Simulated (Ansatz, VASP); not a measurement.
# AlGa2As3 in VASP and in Ansatz

INCAR

```
SYSTEM = AlGa2As3
PREC = Accurate
ENCUT = 520
EDIFF = 1E-6
ISMEAR = 0
SIGMA = 0.1
LREAL = .False.
LASPH = .True.
NELM = 100
ALGO = Normal
ISIF = 2
LWAVE = .False.
LCHARG = .False.
GGA = PE
NBANDS = 31
```

File KPOINTS:

```
Automatic mesh
0
Gamma
  6 6 2
  0 0 0
```

The input POSCAR:

```
AlGa2As3
1.0
    4.0590980000      0.0000000000      0.0000000000
   -2.0295490000      3.5152820000      0.0000000000
    0.0000000000      0.0000000000      9.9397769000
Al Ga As
1 2 3
Direct
    0.3333333000      0.6666667000      0.6671640000
    0.0000000000      0.0000000000      0.9997730000
    0.6666667000      0.3333333000      0.3332700000
    0.6666667000      0.3333333000      0.0833550000
    0.3333333000      0.6666667000      0.4174020000
    0.0000000000      0.0000000000      0.7490350000
```

Input for Ansatz:

```yaml
crystal:
  lattice:
    - [4.059098, 0.0, 0.0]
    - [-2.029549, 3.515282, 0.0]
    - [0.0, 0.0, 9.9397769]
  atoms:
    - { symbol: Al, position: [0.3333333, 0.6666667, 0.667164] }
    - { symbol: Ga, position: [0.0, 0.0, 0.999773] }
    - { symbol: Ga, position: [0.6666667, 0.3333333, 0.33327] }
    - { symbol: As, position: [0.6666667, 0.3333333, 0.083355] }
    - { symbol: As, position: [0.3333333, 0.6666667, 0.417402] }
    - { symbol: As, position: [0.0, 0.0, 0.749035] }
basis:
  ecutwfc: 420
kpoints:
  mp_grid: { grid: [6, 6, 2] }
hamiltonian:
  xc: pbe
scf:
  occupations: { method: gaussian, width: 0.1 }
  lower_state_search: "off"
output:
  forces: true
  stress: true
  eigenvalues: true
```

Alike in both runs: task single point; functional PBE; k mesh 6 × 6 × 2; occupations gaussian, width 0.1 eV; no spin polarisation.

|  | VASP | Ansatz |
| --- | --- | --- |
| version | VASP 6.6.1 | Ansatz 0.2.0 |
| potentials or method | VASP PAW PBE potentials, release 64 (Al, Ga_d, As), cutoff 520 eV | scalar-relativistic, plane waves, PAW |
| valence electrons in the cell | 44 | 74 |

```tsv
	VASP	Ansatz	Ansatz less VASP
gap on the k mesh at the Fermi level (eV)	0.53	0.53	-0.002
least direct gap on the mesh (eV)	0.53	0.53	-0.002
pressure (GPa)	0.1	0.0	-0.17
traceless stress, the component that is largest in VASP (GPa)	-0.12	-0.12	+0.003
rms of the force components (eV/Å)	0.003	0.002	-0.0011
```

Atom by atom the forces differ by 0.001 eV/Å (rms over components). VASP's potentials hold 44 valence electrons a cell and Ansatz's 74, so a difference there can come from the potentials and not from the codes.
